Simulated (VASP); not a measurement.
# BH36C44 in VASP: single point with PBEsol

Aim: the single point of BH36C44 with PBEsol.

All numbers are computed with VASP 6.6.1; they aren't measurements. Logs are shortened: lines on timing, memory, paths and dates and some standing lists are left out, and cuts for length are marked.

### Step 1. The cell of the first run

The cell holds a wire or tube with vacuum around it, 81 atoms: a = 17.200 Å, b = 17.200 Å, c = 7.539 Å, α = 90.00°, β = 90.00°, γ = 90.00°.

### Step 2. Single point, PBEsol, collinear spin

The input, INCAR:

```
SYSTEM = BH36C44
PREC = Accurate ; ENCUT = 520
EDIFF = 1E-7 ; ISMEAR = -1
SIGMA = 0.05 ; LREAL = Auto
LASPH = .True. ; NELM = 150
ALGO = Normal ; ISIF = 2
LWAVE = .False. ; LCHARG = .False.
ISPIN = 2 ; MAGMOM = 0 0 0.2 0 0 0 0 0 0 0 0 0.2 0 0 0 0 0 0 0 0 0 0 0 0.2 0 0 0 0 0 0 0 0 0 0 0 0.2 0 0 0 0 0 0 0 0 0.2 0 0 0 0 0 0 0 0 0 0 0 0 0 0 0 0 0 0 0 0 0 0 0 0 0 0 0 0 0 0 0 0 0 0 0 0
LORBIT = 11 ; GGA = PS
NBANDS = 158 ; LUSENCCL = .False.
```

The input, KPOINTS:

```
regular mesh
0
Gamma
  1 1 2
  0 0 0
```

The input, POSCAR:

```
BH36C44
1.0
   12.1622370000    -12.1622370000      0.0000000000
    0.0000000000      0.0000000000     17.2000000000
   -5.3307040000     -5.3307040000      0.0000000000
C B H
44 1 36
Direct
    0.3539360000      0.4989500000      0.6713720000
    0.6462290000      0.4988900000      0.6713700000
    0.5000770000      0.5006370000      0.3352240000
    0.3540710000      0.4988990000      0.0047490000
    0.6460850000      0.4988280000      0.0047600000
    0.5000530000      0.3476830000      0.8260310000
    0.5000930000      0.5567100000      0.8370340000
    0.3512770000      0.5490300000      0.5048340000
    0.6489010000      0.5489630000      0.5048240000
    0.5000280000      0.3474350000      0.1589480000
    0.5000920000      0.5567010000      0.1730980000
    0.5000830000      0.5007010000      0.6755430000
    0.3539490000      0.4989220000      0.3381090000
    0.6462020000      0.4988500000      0.3381080000
    0.5000770000      0.5026360000      0.0053230000
    0.3530090000      0.5484100000      0.8381160000
    0.6471720000      0.5483420000      0.8381260000
    0.5000490000      0.3478110000      0.4924910000
    0.3530290000      0.5483890000      0.1715810000
    0.6471520000      0.5483190000      0.1715870000
    0.5725190000      0.3969900000      0.8389390000
    0.5777890000      0.6054720000      0.8375780000
    0.4278910000      0.3975260000      0.5050900000
    0.4185610000      0.6080520000      0.5049500000
    0.5725040000      0.3969120000      0.1709500000
    0.5777870000      0.6054660000      0.1723530000
    0.5730000000      0.4491360000      0.6725030000
    0.5897150000      0.6562570000      0.6728100000
    0.4272060000      0.4491260000      0.3377350000
    0.4105250000      0.6562910000      0.3370600000
    0.5730200000      0.4492310000      0.0051180000
    0.5870620000      0.6542590000      0.0049520000
    0.4276040000      0.3970190000      0.8389320000
    0.4224170000      0.6055110000      0.8375700000
    0.5722240000      0.3974970000      0.5050970000
    0.5816450000      0.6080110000      0.5049550000
    0.4275890000      0.3969540000      0.1709530000
    0.4224260000      0.6055000000      0.1723520000
    0.4271450000      0.4491640000      0.6725030000
    0.4105270000      0.6563050000      0.6728030000
    0.5729210000      0.4490890000      0.3377310000
    0.5896980000      0.6562550000      0.3370660000
    0.4271120000      0.4492690000      0.0051100000
    0.4131660000      0.6542990000      0.0049490000
    0.5000910000      0.5597870000      0.5050090000
    0.3028170000      0.4593010000      0.6726780000
    0.6973330000      0.4592220000      0.6726690000
    0.3027800000      0.4595430000      0.0048140000
    0.6973580000      0.4594490000      0.0048330000
    0.5000570000      0.3287590000      0.6891050000
    0.5000430000      0.2861290000      0.8697380000
    0.2954980000      0.5820220000      0.5047670000
    0.7046950000      0.5819320000      0.5047240000
    0.5000170000      0.3277930000      0.0225210000
    0.5000040000      0.2861870000      0.2045890000
    0.3028320000      0.4592720000      0.3369390000
    0.6972980000      0.4591720000      0.3369380000
    0.2996340000      0.5846330000      0.8384670000
    0.7005600000      0.5845450000      0.8385100000
    0.5000300000      0.2864070000      0.5372990000
    0.5000600000      0.3286630000      0.3562000000
    0.2996550000      0.5846160000      0.1712290000
    0.7005480000      0.5845150000      0.1712430000
    0.6257720000      0.3604870000      0.8401420000
    0.3743970000      0.3613980000      0.5045540000
    0.6258780000      0.3605940000      0.1687680000
    0.5504210000      0.7067260000      0.6722380000
    0.6494290000      0.6811090000      0.6821360000
    0.3508100000      0.6811510000      0.3279040000
    0.4498320000      0.7067480000      0.3375080000
    0.5491480000      0.7056210000      0.0049090000
    0.6470910000      0.6778970000      0.0050070000
    0.3743360000      0.3605370000      0.8401190000
    0.6257040000      0.3613490000      0.5045420000
    0.3741920000      0.3606710000      0.1687660000
    0.3508360000      0.6812110000      0.6821270000
    0.4498700000      0.7067340000      0.6722300000
    0.5503860000      0.7067090000      0.3375220000
    0.6494150000      0.6811150000      0.3279140000
    0.3531450000      0.6779590000      0.0050240000
    0.4510980000      0.7056470000      0.0049190000
```

Potentials or basis: VASP PAW PBE potentials, release 64 (C, B, H).

Launch:

```console
$ cat potpaw_PBE.64/C/POTCAR potpaw_PBE.64/B/POTCAR potpaw_PBE.64/H/POTCAR > POTCAR
$ mpirun -np 1 vasp_std > vasp.out
```

OUTCAR:

```text
SYSTEM = BH36C44
   PREC = Accurate
   ENCUT = 520
   EDIFF = 1E-7
   ISMEAR = -1
   LREAL = Auto
   LASPH = .True.
   NELM = 150
   ISIF = 2
   ISPIN = 2
   LORBIT = 11
   GGA = PS

 ion  position               nearest neighbor table
   1  0.354  0.499  0.671-  46 1.11  16 1.52  39 1.52   8 1.52
   2  0.646  0.499  0.671-  47 1.11  17 1.52  27 1.52   9 1.52
   3  0.500  0.501  0.335-  41 1.54  29 1.54  11 1.56  45 1.64
   4  0.354  0.499  0.005-  48 1.11  16 1.52  19 1.52  43 1.52
   5  0.646  0.499  0.005-  49 1.11  17 1.52  20 1.52  31 1.52
   6  0.500  0.348  0.826-  50 1.08  51 1.11  21 1.51  33 1.51
[... 73 lines left out ...]
  80  0.353  0.678  0.005-  44 1.11
  81  0.451  0.706  0.005-  44 1.10

  LATTYP: Found a simple tetragonal cell.
 ALAT       =    17.2000005142
 C/A-ratio  =     0.4382996319

  Lattice vectors:

 A1 = (  12.1622370000, -12.1622370000,   0.0000000000)
 A2 = (   0.0000000000,   0.0000000000,  17.2000000000)
 A3 = (  -5.3307040000,  -5.3307040000,   0.0000000000)

Analysis of symmetry for initial positions (statically):
=====================================================================
 Subroutine PRICEL returns:
 Original cell was already a primitive cell.

 Routine SETGRP: Setting up the symmetry group for a
 simple tetragonal supercell.

 Subroutine GETGRP returns: Found  1 space group operations
 (whereof  1 operations were pure point group operations)
 out of a pool of 16 trial point group operations.

The static configuration has the point symmetry C_1 .

Analysis of symmetry for dynamics (positions and initial velocities):
=====================================================================
 Subroutine PRICEL returns:
 Original cell was already a primitive cell.

 Routine SETGRP: Setting up the symmetry group for a
 simple tetragonal supercell.

 Subroutine GETGRP returns: Found  1 space group operations
 (whereof  1 operations were pure point group operations)
 out of a pool of 16 trial point group operations.

The dynamic configuration has the point symmetry C_1 .

Analysis of structural, dynamic, and magnetic symmetry:
=====================================================================
 Subroutine PRICEL returns:
 Original cell was already a primitive cell.

 Routine SETGRP: Setting up the symmetry group for a
 simple tetragonal supercell.

 Subroutine GETGRP returns: Found  1 space group operations
 (whereof  1 operations were pure point group operations)
 out of a pool of 16 trial point group operations.
[... 280 lines left out ...]
  ext. energy  EPLUGINS =         0.00000000
  ---------------------------------------------------
  free energy    TOTEN  =      -551.36487399 eV

  energy without entropy =     -551.36486714  energy(sigma->0) =     -551.36487057

 E-fermi :  -2.0918     XC(G=0):  -2.8195

 val. band max:       -2.7150952327   @ k =   0.0000   0.0000   0.0000
 cond. band min:      -1.4822444630   @ k =   0.0000   0.0000   0.0000
 fundamental gap:      1.2328507696
 Fermi energy:        -2.0917564996

 spin component 1

 k-point     1 :       0.0000    0.0000    0.0000
  band No.  band energies     occupation
      1     -21.8096      1.00000
      2     -20.3617      1.00000
      3     -20.2144      1.00000
      4     -19.8492      1.00000
      5     -19.6223      1.00000
      6     -18.4920      1.00000
[... 233 lines left out ...]
    118       2.1959      0.00000
    119       2.3614      0.00000
 Fermi energy:        -2.0917564996

 spin component 2

 k-point     1 :       0.0000    0.0000    0.0000
  band No.  band energies     occupation
      1     -21.8096      1.00000
      2     -20.3617      1.00000
      3     -20.2144      1.00000
      4     -19.8492      1.00000
      5     -19.6223      1.00000
      6     -18.4920      1.00000
[... 233 lines left out ...]
    118       2.1959      0.00000
    119       2.3614      0.00000
 [bands above 119 left out]

------------------------ aborting loop because EDIFF is reached ----------------------------------------

  FORCE on cell =-STRESS in cart. coord.  units (eV):
  Direction    XX          YY          ZZ          XY          YZ          ZX
  --------------------------------------------------------------------------------------
  -------------------------------------------------------------------------------------
  Total       16.7716920     16.7641453      1.2978636     15.4891068      0.0056397      0.0134078
  in kB       12.0484447     12.0430233      0.9323590     11.1270614      0.0040514      0.0096319
  external PRESSURE =       8.3412756 kB  Pullay stress =       0.0000000 kB

 VOLUME and BASIS-vectors are now :
 -----------------------------------------------------------------------------
  energy-cutoff  :      520.00
  volume of cell :     2230.27
      direct lattice vectors                 reciprocal lattice vectors
    12.162237000-12.162237000  0.000000000     0.041110858 -0.041110858  0.000000000
     0.000000000  0.000000000 17.200000000     0.000000000  0.000000000  0.058139535
    -5.330704000 -5.330704000  0.000000000    -0.093796242 -0.093796242  0.000000000

 POSITION                                       TOTAL-FORCE (eV/Angst)
 -----------------------------------------------------------------------------------
      0.72577     -7.88354      8.58194         0.000263      0.006677      0.000839
      4.28072    -11.43846      8.58091         0.007211      0.000063     -0.000117
      4.29508     -7.86903      8.61096        -0.002821     -0.001551      0.005854
      4.28098     -4.33161      8.58106        -0.005996     -0.005463     -0.003917
      7.83246     -7.88321      8.57984        -0.004080     -0.005941     -0.003460
      1.67844    -10.48509      5.98015        -0.010064     -0.009242     -0.014567
[... 73 lines left out ...]
      4.26825     -4.32181     11.66089        -0.023943      0.024168      0.014779
      5.46014     -5.51258     12.13713         0.013471     -0.013201      0.027321
 -----------------------------------------------------------------------------------
    total drift:                                0.004769     -0.013969     -0.006077

  FREE ENERGIE OF THE ION-ELECTRON SYSTEM (eV)
  ---------------------------------------------------
  free  energy   TOTEN  =      -551.3648739939 eV

  energy  without entropy=     -551.3648671437  energy(sigma->0) =     -551.36487057

 total charge

# of ion       s       p       d       tot
------------------------------------------
    1        0.833   1.772   0.000   2.606
    2        0.833   1.772   0.000   2.606
    3        0.830   1.733   0.000   2.563
    4        0.834   1.778   0.000   2.612
    5        0.834   1.778   0.000   2.612
    6        0.850   1.837   0.000   2.687
[... 73 lines left out ...]
   80        0.635   0.042   0.000   0.677
   81        0.645   0.045   0.000   0.690
--------------------------------------------------
tot         60.307  80.287   0.000 140.594

 magnetization (x)

# of ion       s       p       d       tot
------------------------------------------
    1        0.000   0.000   0.000   0.000
    2        0.000   0.000   0.000   0.000
    3        0.000   0.000   0.000   0.000
    4        0.000   0.000   0.000   0.000
    5        0.000   0.000   0.000   0.000
    6       -0.000  -0.000   0.000  -0.000
[... 73 lines left out ...]
   80        0.000   0.000   0.000   0.000
   81        0.000   0.000   0.000   0.000
--------------------------------------------------
tot          0.000   0.000   0.000   0.000
```

Run time: 6.6 min. Hardware: 1 × NVIDIA H100 80GB with 1 thread of AMD EPYC 7R13 (Zen 3), shared host; peak memory 3 GiB.

What came out:

```yaml
Free_energy: -551.3649 eV
Largest_force: 0.062 eV/Å
Net_moment: 0.00 μB per cell
Valence_electrons_inside_the_program's_atomic_spheres: C 2.61, 2.56, 2.69, 2.49, 2.59, 2.60, 2.52, 2.54, 2.58, 2.57, 2.62 (each value once); B 2.14; H 0.68, 0.73, 0.69, 0.67 (each value once)
```

Forces in eV/Å, atoms in the order of the input:
```
C    0.000  0.007  0.001
C    0.007  0.000  0.000
C   -0.003 -0.002  0.006
C   -0.006 -0.005 -0.004
C   -0.004 -0.006 -0.003
C   -0.010 -0.009 -0.015
C   -0.004 -0.002  0.020
C   -0.007 -0.008  0.009
C   -0.006 -0.011  0.008
C    0.004  0.005 -0.014
C    0.005  0.003  0.015
C    0.010  0.017 -0.001
C    0.002 -0.004 -0.001
C   -0.001 -0.001 -0.001
C   -0.003 -0.007  0.006
C   -0.004  0.003  0.004
C    0.004 -0.004  0.003
C   -0.034 -0.034  0.003
C    0.002  0.005  0.010
C    0.007  0.002  0.012
C    0.009 -0.020 -0.005
C   -0.004  0.015 -0.003
C   -0.023  0.003  0.002
C    0.007 -0.019 -0.013
C    0.009 -0.009 -0.006
C   -0.014  0.021 -0.003
C   -0.002  0.008 -0.002
C    0.001  0.006  0.002
C   -0.004  0.009  0.004
C    0.005  0.003  0.004
C   -0.001  0.009 -0.007
C   -0.008 -0.004 -0.002
C   -0.020  0.010 -0.001
C    0.017 -0.006 -0.002
C    0.005 -0.023  0.001
C   -0.019  0.008 -0.011
C   -0.007  0.007 -0.005
C    0.018 -0.012 -0.004
C    0.007  0.001 -0.001
C    0.008  0.001  0.004
C    0.007 -0.004  0.004
C   -0.002  0.009  0.003
C    0.010 -0.003 -0.011
C   -0.005 -0.008 -0.003
B   -0.001 -0.002  0.024
H   -0.022  0.021 -0.022
H    0.020 -0.022 -0.023
H   -0.021  0.020 -0.023
H    0.020 -0.020 -0.023
H    0.018  0.019 -0.007
H   -0.006 -0.006 -0.035
H   -0.024  0.024  0.019
H    0.023 -0.024  0.019
H    0.012  0.011 -0.008
H   -0.004 -0.004 -0.034
H   -0.020  0.022 -0.022
H    0.021 -0.020 -0.022
H   -0.022  0.022  0.020
H    0.022 -0.022  0.020
H   -0.013 -0.012 -0.042
H    0.040  0.041 -0.022
H   -0.022  0.022  0.020
H    0.022 -0.021  0.020
H    0.021 -0.021 -0.020
H   -0.023  0.023 -0.022
H    0.023 -0.021 -0.020
H   -0.014  0.014  0.028
H    0.022 -0.024  0.016
H   -0.023  0.026  0.017
H    0.014 -0.015  0.029
H   -0.014  0.013  0.027
H    0.024 -0.024  0.015
H   -0.022  0.020 -0.020
H    0.022 -0.023 -0.022
H   -0.022  0.023 -0.020
H   -0.025  0.022  0.016
H    0.014 -0.014  0.029
H   -0.014  0.014  0.029
H    0.025 -0.022  0.016
H   -0.024  0.024  0.015
H    0.013 -0.013  0.027
```

Caveat: the k points lie up to 0.42 Å⁻¹ apart; the PAW data sets were made with another functional, which shifts forces and pressure a little.
